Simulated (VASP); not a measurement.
# BN: relaxation of cell and atoms with LDA

Crystal: BN.

```
B N
1.0
     0.00000    1.79027    1.79027
     1.79027    0.00000    1.79027
     1.79027    1.79027    0.00000
B N
1 1
Cartesian
  0.0000 0.0000 0.0000
  2.6854 2.6854 2.6854
```

```yaml
Program: VASP 6.6.1
Task: relaxation of cell and atoms
Functional: LDA
Potentials_or_basis: VASP PAW LDA potentials, release 64 (B, N)
Cutoff: 600 eV
k_mesh: 12 × 12 × 12
Occupations: gaussian, width 0.01 eV
Spin: no spin polarisation
Target_pressure: 50 GPa
Dipole_correction: no
Further_INCAR_settings: ALGO = Normal; EDIFF = 1e-07; IBRION = 2; EDIFFG = -0.001; NSW = 80; ISIF = 3
```

```yaml
Relaxed_volume: 5.18 Å³/atom
Relaxed_cell: a = 2.448 Å, b = 2.448 Å, c = 2.448 Å, α = 60.00°, β = 60.00°, γ = 60.00°
Space_group_after_relaxing_to_0.05_Å: F-43m (No. 216)
Energy_change_on_relaxing_the_enthalpy_is_what_falls: +81.2 meV/atom
Ionic_steps: 7
Pressure_after_relaxing: 50.0 GPa
Band_gap_on_the_k_mesh: 4.49 eV, indirect (least direct gap 9.30 eV)
```

Step by step:
```tsv
step	energy change (eV)	largest force (eV/Å)	pressure (GPa)	volume (Å³)
1	0.0000	0.0000	0.73	11.48
2	1.2036	0.0000	175.03	8.79
3	0.1467	0.0000	47.17	10.42
4	0.1604	0.0000	49.64	10.38
5	0.1670	0.0000	50.82	10.35
6	0.1562	0.0000	48.88	10.39
7	0.1624	0.0000	50.00	10.37
```

Final structure:
```
B N
1.0
     0.00000    1.73077    1.73077
     1.73077    0.00000    1.73077
     1.73077    1.73077    0.00000
B N
1 1
Direct
  0.00000 0.00000 0.00000
  0.75000 0.75000 0.75000
```

Levels at points of the mesh, in eV from the valence-band top:
```
           k point  band 2  band 3  band 4  band 5  band 6  band 7
(0.00, 0.00, 0.00)    0.00    0.00    0.00    9.30    9.30    9.30
(0.50, 0.00, 0.00)  -11.96   -2.21   -2.21   11.28   11.28   11.98
(0.50, 0.50, 0.00)   -9.78   -5.61   -5.61    4.49    9.88   19.77
```

It took 21 s on 1 thread of Intel(R) Xeon(R) Platinum 8259CL CPU @ 2.50GHz (Skylake/Cascade Lake) (shared host), peak memory 0.12 GiB.

Caveat: the cell is relaxed towards a set pressure, so the enthalpy falls and the energy may rise. A k mesh can miss the band edges.
